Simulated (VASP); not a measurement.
# H4CO in VASP: further runs, part 2 of 2

VASP 6.6.1. The steps go on from the part before.

### Step 4. Single point, r2SCAN+D3(BJ)

The input, POSCAR:

```
H4CO
1.0
    7.3803230000      0.0000000000      0.0000000000
    0.0000000000      7.3803230000      0.0000000000
    0.0000000000      0.0000000000      7.3803230000
C O H
6 6 24
Direct
    0.6418418272      0.8562091388      0.7001319590
    0.9592398598      0.4173936561      0.4812797489
    0.9571938789      0.7268923054      0.0109073817
    0.5018886030      0.1555216486      0.2214401727
    0.3708509777      0.2984151236      0.7448048005
    0.3852270422      0.6519497859      0.2669666355
    0.5972773820      0.6684395791      0.7406992892
    1.0236543848      0.3236714707      0.3204331301
    0.9436443364      0.5704357384     -0.1065671516
    0.3739944715      0.0805520300      0.0842375056
    0.2734297672      0.3527352394      0.8967493699
    0.4938266252      0.7253476575      0.1085995830
    0.5362366932      0.9720441775      0.6971781587
    0.6859184889      0.6491314811      0.8359661223
    0.7216892811      0.9087813636      0.7985693851
    0.7384094165      0.8427544431      0.5989168767
    0.8706123025      0.5177144686      0.4169058725
    1.1177966059      0.2393797670      0.3113684862
    0.8842295927      0.3351479332      0.5851234424
    1.0864023160      0.4632453078      0.5466291922
    0.8353021948      0.8168477179      0.0072219061
    1.0423256543      0.5439870315     -0.2000454452
    1.0298600752      0.6609060335      0.1514974345
    1.0804811659      0.8155198627     -0.0614200761
    0.4431919850      0.1718894959      0.3566239581
    0.3840888807     -0.0369902510      0.0962424002
    0.6041334505      0.0721784128      0.2550972363
    0.5497049384      0.2443253500      0.1059845213
    0.3747261468      0.4213365729      0.6529795512
    0.2778604676      0.2388919835      0.9481698836
    0.5106551570      0.2710043991      0.7487477174
    0.3051356966      0.1765369890      0.6566650267
    0.4585029680      0.5742025112      0.3820564493
    0.5116713726      0.6348231642      0.0178853961
    0.3318960430      0.7654814024      0.3129944313
    0.2921010368      0.5838362359      0.2231609646
```

The input, INCAR.step1:

```
SYSTEM = H4CO
ALGO     = Normal         ! electronic algorithm
EDIFF    = 1E-4           ! SCF threshold, eV
ENCUT    = 520            ! plane-wave cutoff, eV
GGA      = PE             ! functional
ISMEAR   = -1             ! smearing method
LASPH    = .True.         ! aspherical terms in the spheres
LCHARG   = .False.        ! write CHGCAR
LREAL    = Auto         
LWAVE    = .True.         ! write WAVECAR
NBANDS   = 66             ! bands
NELM     = 100            ! most SCF steps
PREC     = Accurate       ! precision mode
SIGMA    = 0.05           ! smearing width, eV
```

The input, INCAR.step2:

```
SYSTEM = H4CO
ALGO     = Normal         ! electronic algorithm
EDIFF    = 1E-6           ! SCF threshold, eV
ENCUT    = 520            ! plane-wave cutoff, eV
ISIF     = 2              ! what is computed and relaxed
ISMEAR   = -1             ! smearing method
ISTART   = 1            
IVDW     = 12             ! dispersion correction
LASPH    = .True.         ! aspherical terms in the spheres
LCHARG   = .False.        ! write CHGCAR
LMIXTAU  = .True.       
LREAL    = Auto         
LWAVE    = .False.        ! write WAVECAR
METAGGA  = R2SCAN         ! meta-GGA
NBANDS   = 66             ! bands
NELM     = 100            ! most SCF steps
PREC     = Accurate       ! precision mode
SIGMA    = 0.05           ! smearing width, eV
VDW_A1   = 0.49484001   
VDW_A2   = 5.73083694   
VDW_S6   = 1.0          
VDW_S8   = 0.78981345
```

The input, KPOINTS:

```
k-points
0
Gamma
  1 1 1
  0 0 0
```

Potentials or basis: VASP PAW PBE potentials, release 64 (C, O, H).

Launch:

```console
$ cat potpaw_PBE.64/C/POTCAR potpaw_PBE.64/O/POTCAR potpaw_PBE.64/H/POTCAR > POTCAR
$ cp INCAR.step1 INCAR
$ mpirun -np 1 vasp_gam > vasp.out
$ cp INCAR.step2 INCAR
$ mpirun -np 1 vasp_gam > vasp.out
```

OUTCAR:

```text
SYSTEM = H4CO
   EDIFF = 1E-6
   ENCUT = 520
   ISIF = 2
   ISMEAR = -1
   ISTART = 1
   IVDW = 12
   LASPH = .True.
   LREAL = Auto
   METAGGA = R2SCAN
   NELM = 100
   PREC = Accurate
 IVDW          = 12

 ion  position               nearest neighbor table
   1  0.642  0.856  0.700-  15 1.01  16 1.04  13 1.16   7 1.46
   2  0.959  0.417  0.481-  17 1.10  20 1.11  19 1.12   8 1.45
   3  0.957  0.727  0.011-  21 1.12  24 1.24  23 1.27   9 1.45
   4  0.502  0.156  0.221-  27 1.00  25 1.09  28 1.13  10 1.49
   5  0.371  0.298  0.745-  31 1.05  29 1.13  32 1.21  11 1.39
   6  0.385  0.652  0.267-  36 0.91  35 0.99  33 1.16  12 1.52
   7  0.597  0.668  0.741-  14 0.97   1 1.46
   8  0.024  0.324  0.320-  18 0.94   2 1.45
   9  0.944  0.570  0.893-  22 1.02   3 1.45
  10  0.374  0.081  0.084-  26 0.88   4 1.49
  11  0.273  0.353  0.897-  30 0.92   5 1.39
  12  0.494  0.725  0.109-  34 0.95   6 1.52
  13  0.536  0.972  0.697-   1 1.16
  14  0.686  0.649  0.836-   7 0.97
  15  0.722  0.909  0.799-   1 1.01
  16  0.738  0.843  0.599-   1 1.04
  17  0.871  0.518  0.417-   2 1.10
[... 17 lines left out ...]
  35  0.332  0.765  0.313-   6 0.99
  36  0.292  0.584  0.223-   6 0.91

  LATTYP: Found a simple cubic cell.
 ALAT       =     7.3803230000

  Lattice vectors:

 A1 = (   7.3803230000,   0.0000000000,   0.0000000000)
 A2 = (   0.0000000000,   7.3803230000,   0.0000000000)
 A3 = (   0.0000000000,   0.0000000000,   7.3803230000)

Analysis of symmetry for initial positions (statically):
=====================================================================
 Subroutine PRICEL returns:
 Original cell was already a primitive cell.

 Routine SETGRP: Setting up the symmetry group for a
 simple cubic supercell.

 Subroutine GETGRP returns: Found  1 space group operations
 (whereof  1 operations were pure point group operations)
 out of a pool of 48 trial point group operations.

The static configuration has the point symmetry C_1 .

Analysis of symmetry for dynamics (positions and initial velocities):
[... 180 lines left out ...]
   METAGGA = R2SCAN    functional components
   LHFCALC =     F    Hartree Fock is set to
   AEXX    =    0.0000 exact exchange contribution
   IVDW    =    12    specifies the selected vdW correction
   LEPSILON=     F    determine dielectric tensor
   LRPA    =     F    only Hartree local field effects (RPA)
 non-spin polarized calculation
  energy-cutoff  :      520.00
  volume of cell :      402.00
 maximum number of plane-waves:      5414
 NGX is ok and might be reduce to    54
   NGX = 27   NGY = 27   NGZ = 27

 number of electron      83.9999996 magnetization

 Free energy of the ion-electron system (eV)
  ---------------------------------------------------
  ext. energy  EPLUGINS =         0.00000000
  ---------------------------------------------------
  free energy    TOTEN  =      -188.09507261 eV

  energy without entropy =     -188.09507261  energy(sigma->0) =     -188.09507261

 E-fermi :  -2.1984     XC(G=0):  -6.5339

 val. band max:       -3.3924399234   @ k =   0.0000   0.0000   0.0000
 cond. band min:       1.8115398331   @ k =   0.0000   0.0000   0.0000
 fundamental gap:      5.2039797565
 Fermi energy:        -2.1984033510

 k-point     1 :       0.0000    0.0000    0.0000
  band No.  band energies     occupation
      1     -24.7809      2.00000
      2     -24.3229      2.00000
      3     -23.9331      2.00000
      4     -23.5288      2.00000
      5     -23.4433      2.00000
      6     -23.2482      2.00000
[... 46 lines left out ...]
     53       5.0767      0.00000
     54       5.3146      0.00000
 [bands above 54 left out]

------------------------ aborting loop because EDIFF is reached ----------------------------------------

 Edisp (eV)   -0.59980

 E8    (eV) :    -0.0924

  FORCE on cell =-STRESS in cart. coord.  units (eV):
  Direction    XX          YY          ZZ          XY          YZ          ZX
  --------------------------------------------------------------------------------------
  -------------------------------------------------------------------------------------
  Total       5.50485     9.75294    -6.18408     3.76167     4.44169     4.71994
  in kB      21.93965    38.87050   -24.64675    14.99217    17.70241    18.81140
  external pressure =       12.05 kB  Pullay stress =        0.00 kB

 VOLUME and BASIS-vectors are now :
 -----------------------------------------------------------------------------
  energy-cutoff  :      520.00
  volume of cell :      402.00
      direct lattice vectors                 reciprocal lattice vectors
     7.380323000  0.000000000  0.000000000     0.135495425  0.000000000  0.000000000
     0.000000000  7.380323000  0.000000000     0.000000000  0.135495425  0.000000000
     0.000000000  0.000000000  7.380323000     0.000000000  0.000000000  0.135495425

 POSITION                                       TOTAL-FORCE (eV/Angst)
 -----------------------------------------------------------------------------------
      4.73700      6.31910      5.16720        -2.279478      0.070779     -0.393664
      7.07950      3.08050      3.55200         1.435585     -1.326605     -0.430908
      7.06440      5.36470      0.08050         5.558265     -0.409384     -0.615948
      3.70410      1.14780      1.63430        -2.123992      1.808804     -3.543649
      2.73700      2.20240      5.49690        -1.743288      1.181604     -4.800789
      2.84310      4.81160      1.97030         9.818160      1.977433      1.611570
[... 28 lines left out ...]
      2.44950      5.64950      2.31000        -1.675418      3.888618      2.200625
      2.15580      4.30890      1.64700        -7.391113     -6.039053     -3.793416
 -----------------------------------------------------------------------------------
    total drift:                               -0.006943     -0.019759     -0.004129

  FREE ENERGIE OF THE ION-ELECTRON SYSTEM (eV)
  ---------------------------------------------------
  free  energy   TOTEN  =      -188.6948705579 eV

  energy  without entropy=     -188.6948705578  energy(sigma->0) =     -188.69487056
```

OUTCAR.step1:

```text
SYSTEM = H4CO
   EDIFF = 1E-4
   ENCUT = 520
   GGA = PE
   ISMEAR = -1
   LASPH = .True.
   LREAL = Auto
   NELM = 100
[... 358 lines left out ...]
      2.84310      4.81160      1.97030         9.922087      1.943417      1.545013
[... 28 lines left out ...]
      2.44950      5.64950      2.31000        -1.759093      4.023195      2.260078
      2.15580      4.30890      1.64700        -7.535618     -6.107183     -3.807461
 -----------------------------------------------------------------------------------
    total drift:                                0.006539     -0.013431     -0.000292

  FREE ENERGIE OF THE ION-ELECTRON SYSTEM (eV)
  ---------------------------------------------------
  free  energy   TOTEN  =      -176.2732526324 eV

  energy  without entropy=     -176.2732526323  energy(sigma->0) =     -176.27325263
```

OSZICAR.step1:

```text
N       E                     dE             d eps       ncg     rms          rms(c)
DAV:   1     0.633925271524E+03    0.63393E+03   -0.41928E+04   132   0.114E+03
DAV:   2    -0.111833532014E+03   -0.74576E+03   -0.70974E+03   168   0.269E+02
DAV:   3    -0.192214834604E+03   -0.80381E+02   -0.79841E+02   160   0.953E+01
DAV:   4    -0.194008447305E+03   -0.17936E+01   -0.17868E+01   168   0.160E+01
DAV:   5    -0.194044775472E+03   -0.36328E-01   -0.36309E-01   168   0.216E+00    0.245E+01
DAV:   6    -0.178761517301E+03    0.15283E+02   -0.30696E+01   168   0.196E+01    0.117E+01
DAV:   7    -0.176658215194E+03    0.21033E+01   -0.37627E+00   168   0.679E+00    0.586E+00
DAV:   8    -0.176278103655E+03    0.38011E+00   -0.10522E+00   168   0.478E+00    0.109E+00
DAV:   9    -0.176262718401E+03    0.15385E-01   -0.16361E-01   168   0.201E+00    0.548E-01
DAV:  10    -0.176270810575E+03   -0.80922E-02   -0.42854E-02   152   0.767E-01    0.302E-01
DAV:  11    -0.176271453943E+03   -0.64337E-03   -0.63166E-03   152   0.373E-01    0.152E-01
DAV:  12    -0.176273204847E+03   -0.17509E-02   -0.36556E-03   152   0.254E-01    0.721E-02
DAV:  13    -0.176273252632E+03   -0.47785E-04   -0.53253E-04   152   0.110E-01
   1 F= -.17627325E+03 E0= -.17627325E+03  d E =-.170931E-10
```

Wall time 3.1 min (1 thread of Intel Xeon Platinum 8559C (Emerald Rapids), shared host); peak memory 0.45 GiB.

What came out:

| Quantity | Value |
| --- | --- |
| Free energy | -188.6949 eV |
| Pressure | 1.2 GPa |
| Largest force | 10.271 eV/Å |
| Band gap on the k mesh | 5.20 eV |
| Dispersion energy per atom | -0.017 eV |

Forces in eV/Å, atoms in the order of the input:
```
C   -2.279  0.071 -0.394
C    1.436 -1.327 -0.431
C    5.558 -0.409 -0.616
C   -2.124  1.809 -3.544
C   -1.743  1.182 -4.801
C    9.818  1.977  1.612
O   -0.657  1.205  0.638
O   -2.502  1.189 -0.796
O   -0.509 -0.389 -1.254
O   -0.672  4.936  1.213
O    0.485  1.443 -1.449
O   -0.470 -0.317  2.223
H    0.437 -2.167 -0.779
H    0.190 -0.979 -0.381
H    1.815  0.999  2.929
H    0.655  0.649 -2.555
H    0.283  0.221  0.796
H    1.261 -0.953  1.095
H    0.276  0.159 -0.865
H   -0.758  0.736  0.115
H    0.566 -1.061  0.777
H   -1.308  1.002  2.224
H   -2.223  1.989 -2.346
H   -2.203 -1.042  1.749
H   -0.588  1.508 -0.480
H    0.313 -7.030  0.101
H    2.823 -2.882 -0.013
H    0.484  1.309  2.840
H   -0.251 -0.974  0.244
H   -0.698 -2.318  2.962
H    1.579 -0.614  1.215
H    0.629  1.761  1.546
H   -0.186  1.051 -1.623
H   -0.371 -0.586 -0.360
H   -1.675  3.889  2.201
H   -7.391 -6.039 -3.793
```

Stress tensor (GPa, compression positive):
```
 2.19  1.50  1.88
 1.50  3.89  1.77
 1.88  1.77 -2.46
```

Caveat: the k points lie up to 0.85 Å⁻¹ apart; the PAW data sets were made with another functional, which shifts forces and pressure a little.
